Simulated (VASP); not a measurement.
A run of VASP 6.6.1 is set up as follows.

INCAR

```
PREC = Accurate
ENCUT = 520
EDIFF = 1E-6
ISMEAR = 0
SIGMA = 0.15
LREAL = F
LASPH = T
NELM = 100
ALGO = Normal
ISIF = 2
LWAVE = F
LCHARG = F
GGA = CA
NBANDS = 9
```

File KPOINTS:

```
regular mesh
0
Gamma
  22 22 22
```

The input POSCAR:

```
S
1.0
    0.0000000000      2.2386952673      1.5827575540
    2.2386952673      0.0000000000      1.5827575540
    2.2386952673      2.2386952673      0.0000000000
S
1
Direct
    0.0000000000      0.0000000000      0.0000000000
```

Potentials or basis: VASP PAW LDA potentials, release 64 (S).

Run with:

```bash
$ cat potpaw_LDA.64/S/POTCAR > POTCAR
$ mpirun -np 1 vasp_std > vasp.out
```

Problem. What does it give for the pressure?

Solution. -7.1 GPa.

Problem. What does it give for the band gap on the k mesh?

Solution. Zero (bands 3 and 4 overlap by 6.70 eV).

Caveat: the cell stands under tension.
